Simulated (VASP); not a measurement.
Wanted: the native input for a VASP 6.6.1 run.

```
Task                   : single point
Functional             : LDA
Potentials or basis    : VASP PAW LDA potentials, release 64 (Sn_d, Se)
Cutoff                 : 520 eV
k mesh                 : 5 × 5 × 5
Occupations            : fermi-dirac, width 0.05 eV
Spin                   : no spin polarisation
Dipole correction      : no
Further INCAR settings : ALGO = Normal; EDIFF = 1e-07; NBANDS = 17
```

The structure of SnSe lies in POSCAR:

```
SnSe
1.0
    0.0000000000      3.0100000000      3.0100000000
    3.0100000000      0.0000000000      3.0100000000
    3.0100000000      3.0100000000      0.0000000000
Sn Se
1 1
Direct
    0.0000000000      0.0000000000      0.0000000000
    0.5000000000      0.5000000000      0.5000000000
```

These files were run (other wordings do the same):

INCAR

```
  PREC = Accurate
  ENCUT = 520
  EDIFF = 1E-7
  ISMEAR = -1
  SIGMA = 0.05
  LREAL = False
  LASPH = True
  NELM = 80
  ALGO = Normal
  ISIF = 2
  LWAVE = False
  LCHARG = False
  NBANDS = 17
```

KPOINTS

```
regular mesh
0
Gamma
  5 5 5
```

Potentials or basis: VASP PAW LDA potentials, release 64 (Sn_d, Se).

The run is started by

```sh
$ cat potpaw_LDA.64/Sn_d/POTCAR potpaw_LDA.64/Se/POTCAR > POTCAR
$ mpirun -np 1 vasp_std > vasp.out
```

It gave:

```json
{"Pressure": "-3.5 GPa"}
```

It took 5.4 s on 1 thread of AMD EPYC 9R45 96-Core Processor (Zen 5), on a shared host, peak memory 0.12 GiB.
